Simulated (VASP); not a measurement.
# Ir2Pt (Fm-3m) in VASP: notebook

Ir2Pt is run at these levels: PBE; tasks: single point, relaxation of cell and atoms.

Everything below comes from runs of VASP 6.6.1. Logs are shortened: lines on timing, memory, paths and dates and some standing lists are left out, and cuts for length are marked.

### Step 1. The cell of the first run

Symmetry: Fm-3m, No. 225, cubic system. Conventional cell: a = 5.957 Å, b = 5.957 Å, c = 5.957 Å, α = 90.00°, β = 90.00°, γ = 90.00°. Within 3.4 Å of Ir (site symmetry -43m) lie 4 Pt at 2.58 Å and 6 Ir at 2.98 Å. Pt (site symmetry m-3m) has 8 Ir at 2.58 Å within 3.4 Å.

The cell was built from a structure type or drawn by symmetry, and may not be a known phase.

### Step 2. Single point, PBE

Input file INCAR:

```
  PREC = Accurate
  ENCUT = 500
  EDIFF = 1E-6
  ISMEAR = 0
  SIGMA = 0.1
  LREAL = F
  LASPH = T
  NELM = 120
  ALGO = Normal
  ISIF = 2
  LWAVE = F
  LCHARG = F
  GGA = PE
  NBANDS = 21
  GGA_COMPAT = F
```

Input file KPOINTS:

```
Automatic mesh
0
Gamma
  6 6 6
```

Input file POSCAR:

```
Ir2Pt
1.0
    0.0000000000      2.9786666806      2.9786666806
    2.9786666806      0.0000000000      2.9786666806
    2.9786666806      2.9786666806      0.0000000000
Ir Pt
2 1
Direct
    0.2500000000      0.2500000000      0.2500000000
    0.7500000000      0.7500000000      0.7500000000
    0.0000000000      0.0000000000      0.0000000000
```

Potentials or basis: VASP PAW PBE potentials, release 64 (Ir, Pt).

On the command line:

```
$ cat potpaw_PBE.64/Ir/POTCAR potpaw_PBE.64/Pt/POTCAR > POTCAR
$ mpirun -np 1 vasp_std > vasp.out
```

OUTCAR:

```text
PREC = Accurate
   ENCUT = 500
   EDIFF = 1E-6
   ISMEAR = 0
   LREAL = F
   LASPH = T
   NELM = 120
   ISIF = 2
   GGA = PE

 ion  position               nearest neighbor table
   1  0.250  0.250  0.250-   3 2.58   3 2.58   3 2.58   3 2.58   2 2.98   2 2.98   2 2.98   2 2.98
                             2 2.98   2 2.98
   2  0.750  0.750  0.750-   3 2.58   3 2.58   3 2.58   3 2.58   1 2.98   1 2.98   1 2.98   1 2.98
                             1 2.98   1 2.98
   3  0.000  0.000  0.000-   2 2.58   2 2.58   2 2.58   1 2.58   2 2.58   1 2.58   1 2.58   1 2.58

  LATTYP: Found a face centered cubic cell.
 ALAT       =     5.9573333612

  Lattice vectors:

 A1 = (   0.0000000000,   2.9786666806,   2.9786666806)
 A2 = (   2.9786666806,   0.0000000000,   2.9786666806)
 A3 = (   2.9786666806,   2.9786666806,   0.0000000000)

Analysis of symmetry for initial positions (statically):
=====================================================================
 Subroutine PRICEL returns:
 Original cell was already a primitive cell.

 Routine SETGRP: Setting up the symmetry group for a
 face centered cubic supercell.

 Subroutine GETGRP returns: Found 48 space group operations
 (whereof 48 operations were pure point group operations)
 out of a pool of 48 trial point group operations.

The static configuration has the point symmetry O_h .

Analysis of symmetry for dynamics (positions and initial velocities):
=====================================================================
 Subroutine PRICEL returns:
 Original cell was already a primitive cell.

 Routine SETGRP: Setting up the symmetry group for a
 face centered cubic supercell.

 Subroutine GETGRP returns: Found 48 space group operations
 (whereof 48 operations were pure point group operations)
 out of a pool of 48 trial point group operations.

The dynamic configuration has the point symmetry O_h .

 Subroutine INISYM returns: Found 48 space group operations
 (whereof 48 operations are pure point group operations),
 and found     1 'primitive' translations

----------------------------------------------------------------------------------------

                                     Primitive cell

  volume of cell :      52.8562

  direct lattice vectors                    reciprocal lattice vectors
     0.000000000  2.978666681  2.978666681    -0.167860339  0.167860339  0.167860339
     2.978666681  0.000000000  2.978666681     0.167860339 -0.167860339  0.167860339
[... 77 lines left out ...]
   NELM   =    120;   NELMIN=  2; NELMDL= -5     # of ELM steps
   EDIFF  = 0.1E-05   stopping-criterion for ELM
   LREAL  =      F    real-space projection
   EDIFFG = 0.1E-04   stopping-criterion for IOM
   NSW    =      0    number of steps for IOM
   IBRION =     -1    ionic relax: 0-MD 1-quasi-New 2-CG
   NFREE  =      0    steps in history (QN), initial steepest desc. (CG)
   ISIF   =      2    stress and relaxation
   ISYM   =      2    0-nonsym 1-usesym 2-fastsym
   POTIM  = 0.5000    time-step for ionic-motion
   TEBEG  =    0.0;   TEEND  =   0.0 temperature during run
   PSTRESS=    0.0 pullay stress
   NELECT =      28.0000    total number of electrons
   NUPDOWN=      -1.0000    fix difference up-down
   EMIN   =  10.00;   EMAX   =-10.00  energy-range for DOS
   EFERMI =   0.00;   METHOD = LEGACY
   ISMEAR =     0;   SIGMA  =   0.10  broadening in eV -4-tet -1-fermi 0-gaus
   EFERMI_NEDOS =   21; number of points for ismear=-14 and -15
   IALGO  =     38    algorithm
   IMIX   =      4    mixing-type and parameters
     AMIX     =   0.40;   BMIX     =  1.00
     AMIX_MAG =   1.60;   BMIX_MAG =  1.00
  volume/ion in A,a.u.               =      17.62       118.90
  Fermi-wavevector in a.u.,A,eV,Ry     =   1.324633  2.503194 23.873501  1.754653
  Thomas-Fermi vector in A             =   2.454153
   LORBIT       =      0    0 simple, 1 ext, 2 COOP (PROOUT), +10 PAW based schemes
   GGA     = PE    functional components
   LHFCALC =     F    Hartree Fock is set to
   AEXX    =    0.0000 exact exchange contribution
   IVDW    =     0    specifies the selected vdW correction
   LEPSILON=     F    determine dielectric tensor
   LRPA    =     F    only Hartree local field effects (RPA)
 non-spin polarized calculation
 Gauss-broadening in eV      SIGMA  =   0.10
  energy-cutoff  :      500.00
  volume of cell :       52.86
 maximum number of plane-waves:      1363
   NGX = 15   NGY = 15   NGZ = 15

 number of electron      27.9999998 magnetization

 Free energy of the ion-electron system (eV)
  ---------------------------------------------------
  ext. energy  EPLUGINS =         0.00000000
  ---------------------------------------------------
  free energy    TOTEN  =       -21.64422788 eV

  energy without entropy =      -21.62626716  energy(sigma->0) =      -21.63524752

 E-fermi :   7.7878     XC(G=0): -12.4267

 val. band max:        7.7069380045   @ k =   0.5000   0.3333   0.0000
 cond. band min:       7.7931133251   @ k =   0.5000   0.3333   0.1667
 fundamental gap:      0.0861753206
 Fermi energy:         7.7877934416

 k-point     1 :       0.0000    0.0000    0.0000
  band No.  band energies     occupation
      1      -1.4435      2.00000
      2       1.6331      2.00000
      3       1.6332      2.00000
      4       2.9213      2.00000
      5       2.9213      2.00000
      6       2.9213      2.00000
[... 373 lines left out ...]
     20      16.9713      0.00000
     21      18.6697      0.00000

------------------------ aborting loop because EDIFF is reached ----------------------------------------

  FORCE on cell =-STRESS in cart. coord.  units (eV):
  Direction    XX          YY          ZZ          XY          YZ          ZX
  --------------------------------------------------------------------------------------
  -------------------------------------------------------------------------------------
  Total       -0.0872453     -0.0872453     -0.0872453     -0.0000000     -0.0000000     -0.0000000
  in kB       -2.6445805     -2.6445805     -2.6445805     -0.0000000     -0.0000000     -0.0000000
  external PRESSURE =      -2.6445805 kB  Pullay stress =       0.0000000 kB

 VOLUME and BASIS-vectors are now :
 -----------------------------------------------------------------------------
  energy-cutoff  :      500.00
  volume of cell :       52.86
      direct lattice vectors                 reciprocal lattice vectors
     0.000000000  2.978666681  2.978666681    -0.167860339  0.167860339  0.167860339
     2.978666681  0.000000000  2.978666681     0.167860339 -0.167860339  0.167860339
     2.978666681  2.978666681  0.000000000     0.167860339  0.167860339 -0.167860339

 POSITION                                       TOTAL-FORCE (eV/Angst)
 -----------------------------------------------------------------------------------
      1.48933      1.48933      1.48933         0.000000      0.000000     -0.000000
      4.46800      4.46800      4.46800        -0.000000     -0.000000      0.000000
      0.00000      0.00000      0.00000        -0.000000      0.000000     -0.000000
 -----------------------------------------------------------------------------------
    total drift:                                0.000000     -0.000000      0.000000

  FREE ENERGIE OF THE ION-ELECTRON SYSTEM (eV)
  ---------------------------------------------------
  free  energy   TOTEN  =       -21.6442278771 eV

  energy  without entropy=      -21.6262671562  energy(sigma->0) =      -21.63524752
```

OSZICAR:

```text
N       E                     dE             d eps       ncg     rms          rms(c)
DAV:   1     0.226898221438E+03    0.22690E+03   -0.12361E+04   672   0.123E+03
DAV:   2    -0.120972795774E+02   -0.23900E+03   -0.22250E+03   687   0.340E+02
DAV:   3    -0.228720481148E+02   -0.10775E+02   -0.10191E+02   797   0.783E+01
DAV:   4    -0.230982635110E+02   -0.22622E+00   -0.22569E+00   747   0.110E+01
DAV:   5    -0.231039937573E+02   -0.57302E-02   -0.57299E-02   765   0.184E+00    0.207E+01
DAV:   6    -0.218144579022E+02    0.12895E+01   -0.23941E+00   772   0.145E+01    0.974E+00
DAV:   7    -0.216779124609E+02    0.13655E+00   -0.50259E-01   834   0.777E+00    0.367E+00
DAV:   8    -0.216527664270E+02    0.25146E-01   -0.96588E-02   964   0.402E+00    0.233E+00
DAV:   9    -0.216448597549E+02    0.79067E-02   -0.16079E-02   732   0.107E+00    0.691E-01
DAV:  10    -0.216442057356E+02    0.65402E-03   -0.12445E-03   782   0.304E-01    0.665E-02
DAV:  11    -0.216442276357E+02   -0.21900E-04   -0.37930E-05   766   0.579E-02    0.165E-02
DAV:  12    -0.216442278771E+02   -0.24135E-06   -0.85223E-06   777   0.253E-02
   1 F= -.21644228E+02 E0= -.21635248E+02  d E =-.179607E-01
```

stdout:

```text
POSCAR found type information on POSCAR IrPt
 POSCAR found :  2 types and       3 ions
 scaLAPACK will be used
 LDA part: xc-table for (Slater+PW92), standard interpolation
 POSCAR, INCAR and KPOINTS ok, starting setup
 FFT: planning ... GRIDC
 FFT: planning ... GRID_SOFT
 FFT: planning ... GRID
 WAVECAR not read
 entering main loop
```

It took 8.4 s on 1 thread of Intel Xeon 6975P-C (Granite Rapids), shared host; peak memory 0.17 GiB.

What came out:

```
Free energy            : -21.6442 eV
Pressure               : -0.3 GPa
Band gap on the k mesh : zero (bands 14 and 15 overlap by 0.65 eV)
```

Caveat: spin-orbit coupling is left out, which moves the levels of the heavy elements.

### Step 3. Relaxation of cell and atoms, PBE

This run uses another cell than the first one, of 14.41 Å³/atom.

Input file INCAR:

```
ALGO = Normal
EDIFF = 1E-7
EDIFFG = -0.04
ENCUT = 500
GGA = PE
GGA_COMPAT = F
IBRION = 2
ISIF = 3
ISMEAR = 0
LASPH = T
LCHARG = F
LREAL = F
LWAVE = F
NELM = 120
NELMIN = 4
NSW = 90
PREC = Accurate
SIGMA = 0.1
```

Input file KPOINTS:

```
k-points
0
Gamma
  6 6 6
```

Input file POSCAR:

```
Ir2Pt
1.0
    0.0000000000      2.7853832700      2.7853832700
    2.7853832700      0.0000000000      2.7853832700
    2.7853832700      2.7853832700      0.0000000000
Ir Pt
2 1
Direct
    0.2500000000      0.2500000000      0.2500000000
    0.7500000000      0.7500000000      0.7500000000
    0.0000000000      0.0000000000      0.0000000000
```

Potentials or basis: VASP PAW PBE potentials, release 64 (Ir, Pt).

On the command line:

```
$ cat potpaw_PBE.64/Ir/POTCAR potpaw_PBE.64/Pt/POTCAR > POTCAR
$ mpirun -np 1 vasp_std > vasp.out
```

OUTCAR:

```text
EDIFF = 1E-7
   EDIFFG = -0.04
   ENCUT = 500
   GGA = PE
   IBRION = 2
   ISIF = 3
   ISMEAR = 0
   LASPH = T
   LREAL = F
   NELM = 120
   NELMIN = 4
   NSW = 90
   PREC = Accurate

 ion  position               nearest neighbor table
   1  0.250  0.250  0.250-   3 2.41   3 2.41   3 2.41   3 2.41   2 2.79   2 2.79   2 2.79   2 2.79
                             2 2.79   2 2.79
   2  0.750  0.750  0.750-   3 2.41   3 2.41   3 2.41   3 2.41   1 2.79   1 2.79   1 2.79   1 2.79
                             1 2.79   1 2.79
   3  0.000  0.000  0.000-   2 2.41   2 2.41   2 2.41   1 2.41   2 2.41   1 2.41   1 2.41   1 2.41

  LATTYP: Found a face centered cubic cell.
 ALAT       =     5.5707665400

  Lattice vectors:

 A1 = (   0.0000000000,   2.7853832700,   2.7853832700)
 A2 = (   2.7853832700,   0.0000000000,   2.7853832700)
 A3 = (   2.7853832700,   2.7853832700,   0.0000000000)

Analysis of symmetry for initial positions (statically):
[... 164 lines left out ...]
  ext. energy  EPLUGINS =         0.00000000
  ---------------------------------------------------
  free energy    TOTEN  =       -19.72128100 eV

  energy without entropy =      -19.70887254  energy(sigma->0) =      -19.71507677

 E-fermi :  11.1562     XC(G=0): -13.5982

 val. band max:       11.0106986533   @ k =   0.3333   0.3333   0.0000
 cond. band min:      11.1712080059   @ k =   0.5000   0.3333   0.1667
 fundamental gap:      0.1605093527
 Fermi energy:        11.1561915031
[... 1241 lines left out ...]
--------------------------------------- Ionic step        7  -------------------------------------------

 number of electron      28.0000004 magnetization

 Free energy of the ion-electron system (eV)
  ---------------------------------------------------
  ext. energy  EPLUGINS =         0.00000000
  ---------------------------------------------------
  free energy    TOTEN  =       -21.63930390 eV

  energy without entropy =      -21.62130195  energy(sigma->0) =      -21.63030293

 E-fermi :   7.7794     XC(G=0): -12.4234

 val. band max:        7.6989432981   @ k =   0.5000   0.3333   0.0000
 cond. band min:       7.7846163697   @ k =   0.5000   0.3333   0.1667
 fundamental gap:      0.0856730715
 Fermi energy:         7.7793711889
[... 364 lines left out ...]
  FREE ENERGIE OF THE ION-ELECTRON SYSTEM (eV)
  ---------------------------------------------------
  free  energy   TOTEN  =       -21.6393039017 eV

  energy  without entropy=      -21.6213019545  energy(sigma->0) =      -21.63030293

 reached required accuracy - stopping structural energy minimisation
```

OSZICAR:

```text
N       E                     dE             d eps       ncg     rms          rms(c)
DAV:   1     0.264811894509E+03    0.26481E+03   -0.13254E+04   576   0.149E+03
DAV:   2    -0.595356103369E+01   -0.27077E+03   -0.26214E+03   596   0.420E+02
DAV:   3    -0.206793583798E+02   -0.14726E+02   -0.13826E+02   762   0.101E+02
[... 91 lines left out ...]
DAV:   5    -0.216393126991E+02   -0.77279E-04   -0.42700E-04   584   0.178E-01    0.259E-02
DAV:   6    -0.216393022121E+02    0.10487E-04   -0.45769E-05   668   0.608E-02    0.593E-03
DAV:   7    -0.216393040885E+02   -0.18764E-05   -0.30189E-06   802   0.124E-02    0.231E-03
DAV:   8    -0.216393038712E+02    0.21727E-06   -0.16695E-07   314   0.373E-03    0.565E-04
DAV:   9    -0.216393039017E+02   -0.30486E-07   -0.35449E-08   302   0.145E-03
   7 F= -.21639304E+02 E0= -.21630303E+02  d E =-.191802E+01
```

CONTCAR:

```text
Ir2Pt
   1.00000000000000
    -0.0000000000000000    2.9792406933482534    2.9792406933482534
     2.9792406933482534    0.0000000000000000    2.9792406933482534
     2.9792406933482534    2.9792406933482534    0.0000000000000000
  Ir              Pt
     2     1
Direct
     0.2500000000000000    0.2500000000000000    0.2500000000000000
     0.7500000000000000    0.7500000000000000    0.7500000000000000
     0.0000000000000000    0.0000000000000000    0.0000000000000000

  0.00000000E+00  0.00000000E+00  0.00000000E+00
  0.00000000E+00  0.00000000E+00  0.00000000E+00
  0.00000000E+00  0.00000000E+00  0.00000000E+00
```

Run time: 54 s. Hardware: 1 thread of Intel Xeon 6975P-C (Granite Rapids), shared host; peak memory 0.18 GiB.

What came out:

- Free energy: -21.6393 eV
- Relaxed volume: 17.63 Å³/atom
- Relaxed cell: a = 4.213 Å, b = 4.213 Å, c = 4.213 Å, α = 60.00°, β = 60.00°, γ = 60.00°
- Space group after relaxing (to 0.1 Å): Fm-3m (No. 225)
- Pressure after relaxing: -0.3 GPa
- Band gap on the k mesh: zero (bands 14 and 15 overlap by 0.65 eV)

Final structure:
```xyz
3
Lattice="0.0000 2.9792 2.9792 2.9792 0.0000 2.9792 2.9792 2.9792 0.0000" Properties=species:S:1:pos:R:3 pbc="T T T"
Ir    1.4896    1.4896    1.4896
Ir    4.4689    4.4689    4.4689
Pt    0.0000    0.0000    0.0000
```

Levels at points of the mesh, in eV from the Fermi level:
| k point | band 11 | band 12 | band 13 | band 14 | band 15 | band 16 | band 17 | band 18 |
| --- | --- | --- | --- | --- | --- | --- | --- | --- |
| (0.00, 0.00, 0.00) | -0.84 | 0.08 | 0.08 | 0.08 | 0.63 | 0.63 | 7.63 | 7.94 |
| (0.50, 0.00, 0.00) | -2.19 | -1.96 | -0.74 | -0.74 | 0.19 | 0.19 | 1.27 | 8.96 |
| (0.50, 0.50, 0.00) | -1.04 | -0.68 | 0.39 | 0.53 | 0.58 | 0.58 | 1.54 | 1.64 |

Caveat: the volume moved by over 15 % at a fixed basis, so the end points are rough; spin-orbit coupling is left out, which moves the levels of the heavy elements.
